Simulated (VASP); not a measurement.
# PtS2 (P6_3/mmc) in VASP: relaxation of cell and atoms with PBE+D3(BJ)

Aim: the relaxation of cell and atoms of PtS2 with PBE+D3(BJ).

Program: VASP 6.6.1. These are calculated values, not measurements. Logs are shortened: lines on timing, memory, paths and dates and some standing lists are left out, and cuts for length are marked.

### Step 1. The cell of the first run

It takes space group P6_3/mmc (No. 194, hexagonal). The conventional cell has a = 3.238 Å, b = 3.238 Å, c = 12.159 Å, α = 90.00°, β = 90.00°, γ = 120.00°. Within 3.3 Å of Pt (site symmetry -6m2) lie 6 S at 2.45 Å and 6 Pt at 3.24 Å. Within 3.3 Å of S (site symmetry 3m) lie 3 Pt at 2.45 Å and 7 S at 3.16 to 3.24 Å.

### Step 2. Relaxation of cell and atoms, PBE+D3(BJ)

Input file INCAR:

```
SYSTEM = PtS2
PREC = Accurate
ENCUT = 600
EDIFF = 1E-6
ISMEAR = -1
SIGMA = 0.02
LREAL = .FALSE.
LASPH = .TRUE.
NELM = 60
ALGO = Normal
ISIF = 3
LWAVE = .FALSE.
LCHARG = .FALSE.
GGA = PE
IVDW = 12
IBRION = 2
NSW = 80
EDIFFG = -0.005
```

Input file KPOINTS:

```
Automatic mesh
0
G
  12 12 2
  0 0 0
```

Input file POSCAR:

```
PtS2
1.0
    3.2382587000      0.0000000000      0.0000000000
   -1.6191293500      2.8044142982      0.0000000000
    0.0000000000      0.0000000000     12.1585288000
Pt S
2 4
Direct
    0.3333333333      0.6666666667      0.2500000000
    0.6666666667      0.3333333333      0.7500000000
    0.6666666667      0.3333333333      0.3800224909
    0.6666666667      0.3333333333      0.1199775091
    0.3333333333      0.6666666667      0.8800224909
    0.3333333333      0.6666666667      0.6199775091
```

Potentials or basis: VASP PAW PBE potentials, release 64 (Pt, S).

Started as:

```
$ cat potpaw_PBE.64/Pt/POTCAR potpaw_PBE.64/S/POTCAR > POTCAR
$ mpirun -np 1 vasp_std > vasp.out
```

OUTCAR:

```text
SYSTEM = PtS2
   PREC = Accurate
   ENCUT = 600
   EDIFF = 1E-6
   ISMEAR = -1
   LREAL = .FALSE.
   LASPH = .TRUE.
   NELM = 60
   ISIF = 3
   GGA = PE
   IVDW = 12
   IBRION = 2
   NSW = 80
   EDIFFG = -0.005
 IVDW          = 12

 ion  position               nearest neighbor table
   1  0.333  0.667  0.250-   3 2.45   4 2.45   3 2.45   4 2.45   3 2.45   4 2.45
   2  0.667  0.333  0.750-   5 2.45   6 2.45   5 2.45   6 2.45   5 2.45   6 2.45
   3  0.667  0.333  0.380-   1 2.45   1 2.45   1 2.45
   4  0.667  0.333  0.120-   1 2.45   1 2.45   1 2.45
   5  0.333  0.667  0.880-   2 2.45   2 2.45   2 2.45
   6  0.333  0.667  0.620-   2 2.45   2 2.45   2 2.45

  LATTYP: Found a hexagonal cell.
 ALAT       =     3.2382587000
 C/A-ratio  =     3.7546502384

  Lattice vectors:

 A1 = (   3.2382587000,   0.0000000000,   0.0000000000)
 A2 = (  -1.6191293500,   2.8044142982,   0.0000000000)
 A3 = (   0.0000000000,   0.0000000000,  12.1585288000)

Analysis of symmetry for initial positions (statically):
=====================================================================
 Subroutine PRICEL returns:
 Original cell was already a primitive cell.

 Routine SETGRP: Setting up the symmetry group for a
 hexagonal supercell.

 Subroutine GETGRP returns: Found 24 space group operations
 (whereof 12 operations were pure point group operations)
 out of a pool of 24 trial point group operations.

The static configuration has the point symmetry D_3d.
 The point group associated with its full space group is D_6h.

Analysis of symmetry for dynamics (positions and initial velocities):
=====================================================================
 Subroutine PRICEL returns:
 Original cell was already a primitive cell.

 Routine SETGRP: Setting up the symmetry group for a
 hexagonal supercell.

 Subroutine GETGRP returns: Found 24 space group operations
 (whereof 12 operations were pure point group operations)
 out of a pool of 24 trial point group operations.

The dynamic configuration has the point symmetry D_3d.
 The point group associated with its full space group is D_6h.

 Subroutine INISYM returns: Found 24 space group operations
 (whereof 12 operations are pure point group operations),
 and found     1 'primitive' translations

----------------------------------------------------------------------------------------

                                     Primitive cell

  volume of cell :     110.4167

  direct lattice vectors                    reciprocal lattice vectors
     3.238258700  0.000000000  0.000000000     0.308807941  0.178290348  0.000000000
    -1.619129350  2.804414298  0.000000000     0.000000000  0.356580695  0.000000000
     0.000000000  0.000000000 12.158528800     0.000000000  0.000000000  0.082246793

  length of vectors
     3.238258700  3.238258700 12.158528800     0.356580695  0.356580695  0.082246793

  position of ions in fractional coordinates (direct lattice)
     0.333333333  0.666666667  0.250000000
     0.666666667  0.333333333  0.750000000
     0.666666667  0.333333333  0.380022491
     0.666666667  0.333333333  0.119977509
     0.333333333  0.666666667  0.880022491
     0.333333333  0.666666667  0.619977509

  ion indices of the primitive-cell ions
   primitive index   ion index
                 1           1
                 2           2
                 3           3
                 4           4
                 5           5
                 6           6

----------------------------------------------------------------------------------------

 KPOINTS: Automatic mesh

Automatic generation of k-mesh.
 Grid dimensions read from file:
 generate k-points for:   12   12    2

 Generating k-lattice:

  Cartesian coordinates                     Fractional coordinates (reciprocal lattice)
     0.025733995  0.014857529  0.000000000     0.083333333  0.000000000  0.000000000
     0.000000000  0.029715058  0.000000000     0.000000000  0.083333333  0.000000000
     0.000000000  0.000000000  0.041123396     0.000000000  0.000000000  0.500000000

  Length of vectors
     0.029715058  0.029715058  0.041123396

  Shift w.r.t. Gamma in fractional coordinates (k-lattice)
     0.000000000  0.000000000  0.000000000

 Subroutine IBZKPT returns following result:
 ===========================================

 Found     38 irreducible k-points:

 Following reciprocal coordinates:
            Coordinates               Weight
  0.000000  0.000000  0.000000      1.000000
  0.083333 -0.000000  0.000000      6.000000
  0.166667 -0.000000  0.000000      6.000000
  0.250000 -0.000000  0.000000      6.000000
  0.333333 -0.000000  0.000000      6.000000
  0.416667 -0.000000  0.000000      6.000000
[... 16 lines left out ...]
  0.250000 -0.000000  0.500000      6.000000
  0.333333 -0.000000  0.500000      6.000000
 [... further k-points ...]
   k-points           NKPTS =     38   k-points in BZ     NKDIM =     38   number of bands    NBANDS=     26
   number of dos      NEDOS =    301   number of ions     NIONS =      6
   total plane-waves  NPLWV =  76832
   dimension x,y,z NGX =    28 NGY =   28 NGZ =   98
   dimension x,y,z NGXF=    56 NGYF=   56 NGZF=  196
   ions per type =               2   4
   NGX,Y,Z   is equivalent  to a cutoff of  14.37, 14.37, 13.40 a.u.
   NGXF,Y,Z  is equivalent  to a cutoff of  28.75, 28.75, 26.80 a.u.
 SYSTEM =  PtS2
   PREC   = accura    normal or accurate (medium, high low for compatibility)
   ISTART =      0    job   : 0-new  1-cont  2-samecut
   ICHARG =      2    charge: 1-file 2-atom 10-const
   ISPIN  =      1    spin polarized calculation?
   LNONCOLLINEAR =      F non collinear calculations
   LSORBIT =      F    spin-orbit coupling
   LASPH  =      T    aspherical Exc in radial PAW
   ENCUT  =  600.0 eV  44.10 Ry    6.64 a.u.   6.47  6.47 24.28*2*pi/ulx,y,z
   NELM   =     60;   NELMIN=  2; NELMDL= -5     # of ELM steps
   EDIFF  = 0.1E-05   stopping-criterion for ELM
   LREAL  =      F    real-space projection
   EDIFFG = -.5E-02   stopping-criterion for IOM
   NSW    =     80    number of steps for IOM
   IBRION =      2    ionic relax: 0-MD 1-quasi-New 2-CG
   NFREE  =      1    steps in history (QN), initial steepest desc. (CG)
   ISIF   =      3    stress and relaxation
   ISYM   =      2    0-nonsym 1-usesym 2-fastsym
   POTIM  = 0.5000    time-step for ionic-motion
   TEBEG  =    0.0;   TEEND  =   0.0 temperature during run
   PSTRESS=    0.0 pullay stress
   NELECT =      44.0000    total number of electrons
   NUPDOWN=      -1.0000    fix difference up-down
   EMIN   =  10.00;   EMAX   =-10.00  energy-range for DOS
   EFERMI =   0.00;   METHOD = LEGACY
   ISMEAR =    -1;   SIGMA  =   0.02  broadening in eV -4-tet -1-fermi 0-gaus
   EFERMI_NEDOS =   21; number of points for ismear=-14 and -15
   IALGO  =     38    algorithm
   IMIX   =      4    mixing-type and parameters
     AMIX     =   0.40;   BMIX     =  1.00
     AMIX_MAG =   1.60;   BMIX_MAG =  1.00
  volume/ion in A,a.u.               =      18.40       124.19
  Fermi-wavevector in a.u.,A,eV,Ry     =   1.204705  2.276563 19.746336  1.451315
  Thomas-Fermi vector in A             =   2.340423
   LORBIT       =      0    0 simple, 1 ext, 2 COOP (PROOUT), +10 PAW based schemes
   GGA     = PE    functional components
   LHFCALC =     F    Hartree Fock is set to
   AEXX    =    0.0000 exact exchange contribution
   IVDW    =    12    specifies the selected vdW correction
   LEPSILON=     F    determine dielectric tensor
   LRPA    =     F    only Hartree local field effects (RPA)
 conjugate gradient relaxation of ions
 non-spin polarized calculation
  energy-cutoff  :      600.00
  volume of cell :      110.42
 maximum number of plane-waves:      3732
 NGX is ok and might be reduce to    28
   NGX = 13   NGY = 13   NGZ = 49

--------------------------------------- Ionic step        1  -------------------------------------------

 number of electron      44.0000000 magnetization

 Free energy of the ion-electron system (eV)
  ---------------------------------------------------
  ext. energy  EPLUGINS =         0.00000000
  ---------------------------------------------------
  free energy    TOTEN  =       -26.86907839 eV

  energy without entropy =      -26.86553794  energy(sigma->0) =      -26.86730816

------------------------ aborting loop because EDIFF is reached ----------------------------------------

 Edisp (eV)   -2.51340

 E8    (eV) :    -1.0024

  FORCE on cell =-STRESS in cart. coord.  units (eV):
  Direction    XX          YY          ZZ          XY          YZ          ZX
  --------------------------------------------------------------------------------------
  -------------------------------------------------------------------------------------
  Total       3.29002     3.29002    -5.16237     0.00000     0.00000     0.00000
  in kB      47.73915    47.73915   -74.90740     0.00000     0.00000     0.00000
  external pressure =        6.86 kB  Pullay stress =        0.00 kB
[... 109 lines left out ...]
  FREE ENERGIE OF THE ION-ELECTRON SYSTEM (eV)
  ---------------------------------------------------
  free  energy   TOTEN  =       -29.9268727333 eV

  energy  without entropy=      -29.9222351320  energy(sigma->0) =      -29.92455393

[... ionic steps 4 to 25 ...]

--------------------------------------- Ionic step       26  -------------------------------------------

 number of electron      44.0000004 magnetization

------------------------ aborting loop because EDIFF is reached ----------------------------------------

 Edisp (eV)   -2.61844

 E8    (eV) :    -1.0447
[... 77 lines left out ...]
  energy  without entropy=      -30.0251438956  energy(sigma->0) =      -30.02695667

--------------------------------------- Ionic step       28  -------------------------------------------

 number of electron      44.0000004 magnetization

 Free energy of the ion-electron system (eV)
  ---------------------------------------------------
  ext. energy  EPLUGINS =         0.00000000
  ---------------------------------------------------
  free energy    TOTEN  =       -27.41065404 eV

  energy without entropy =      -27.40700755  energy(sigma->0) =      -27.40883079

 E-fermi :   7.4992     XC(G=0): -10.9699

 val. band max:        7.4616736355   @ k =   0.2500  -0.0000   0.0000
 cond. band min:       7.5146624484   @ k =   0.4167   0.1667   0.0000
 fundamental gap:      0.0529888129
 Fermi energy:         7.4991895914

 k-point     1 :       0.0000    0.0000    0.0000
  band No.  band energies     occupation
      1      -8.2638      2.00000
      2      -7.5693      2.00000
      3      -6.7375      2.00000
      4      -5.4136      2.00000
      5      -0.4425      2.00000
      6       1.5805      2.00000
[... 685 lines left out ...]
     25       8.5654      0.00000
     26       8.5654      0.00000

 [... further k-points ...]

------------------------ aborting loop because EDIFF is reached ----------------------------------------

 Edisp (eV)   -2.61813

 E8    (eV) :    -1.0445

  FORCE on cell =-STRESS in cart. coord.  units (eV):
  Direction    XX          YY          ZZ          XY          YZ          ZX
  --------------------------------------------------------------------------------------
  -------------------------------------------------------------------------------------
  Total       0.02125     0.02125    -0.02313    -0.00000     0.00000    -0.00000
  in kB       0.32033     0.32033    -0.34858    -0.00000     0.00000    -0.00000
  external pressure =        0.10 kB  Pullay stress =        0.00 kB
[... 21 lines left out ...]
  FREE ENERGIE OF THE ION-ELECTRON SYSTEM (eV)
  ---------------------------------------------------
  free  energy   TOTEN  =       -30.0287820600 eV

  energy  without entropy=      -30.0251355747  energy(sigma->0) =      -30.02695882

 reached required accuracy - stopping structural energy minimisation
```

Wall time 17 min (1 thread of Intel Xeon Platinum 8488C (Sapphire Rapids), shared host); peak memory 0.36 GiB.

Results:

```yaml
Free_energy: -30.0288 eV
Relaxed_volume: 17.72 Å³/atom
Relaxed_cell: a = 3.428 Å, b = 3.428 Å, c = 10.446 Å, α = 90.00°, β = 90.00°, γ = 120.00°
Space_group_after_relaxing_to_0.1_Å: P6_3/mmc (No. 194)
Energy_gained_by_relaxing: 107.7 meV/atom
Ionic_steps: 28
Pressure_after_relaxing: 0.0 GPa
Band_gap_on_the_k_mesh: zero (bands 22 and 23 overlap by 0.59 eV)
Dispersion_energy_per_atom: -0.436 eV
```

Step by step:
```csv
step,energy change (eV),largest force (eV/Å),pressure (GPa),volume (Å³)
1,0.0000,0.3028,0.69,110.42
2,-0.3400,0.0432,0.36,111.51
3,-0.5444,0.3338,0.13,112.38
4,-0.5535,0.3937,0.20,112.50
5,-0.5744,0.0926,-2.28,113.12
6,-0.5744,0.0889,-2.31,113.13
7,-0.5883,0.0875,-2.20,112.36
8,-0.6221,0.0605,-1.66,110.09
9,-0.6337,0.0192,-0.04,105.58
10,-0.6396,0.0041,-0.60,107.16
11,-0.6433,0.0542,-0.01,106.76
12,-0.6439,0.0870,0.34,106.55
13,-0.6456,0.0410,0.02,106.72
14,-0.6459,0.0052,-0.24,106.86
15,-0.6459,0.0133,-0.17,106.83
16,-0.6460,0.0207,-0.04,106.67
17,-0.6461,0.0232,0.01,106.62
18,-0.6461,0.0236,0.02,106.61
19,-0.6461,0.0161,-0.01,106.57
20,-0.6462,0.0061,-0.10,106.47
21,-0.6463,0.0017,-0.01,106.37
22,-0.6463,0.0003,0.02,106.33
23,-0.6463,0.0036,0.08,106.24
24,-0.6463,0.0012,0.02,106.31
25,-0.6463,0.0021,0.04,106.28
26,-0.6463,0.0026,0.06,106.29
27,-0.6463,0.0018,0.04,106.30
28,-0.6463,0.0010,0.01,106.30
```

Final structure:
```xyz
6
Lattice="3.4280 0.0000 0.0000 -1.7140 2.9687 0.0000 0.0000 0.0000 10.4457" Properties=species:S:1:pos:R:3 pbc="T T T"
Pt    0.0000    1.9792    2.6114
Pt    1.7140    0.9896    7.8343
S     1.7140    0.9896    4.0332
S     1.7140    0.9896    1.1897
S     0.0000    1.9792    9.2560
S     0.0000    1.9792    6.4125
```

Caveat: spin-orbit coupling is left out, which moves the levels of the heavy elements.
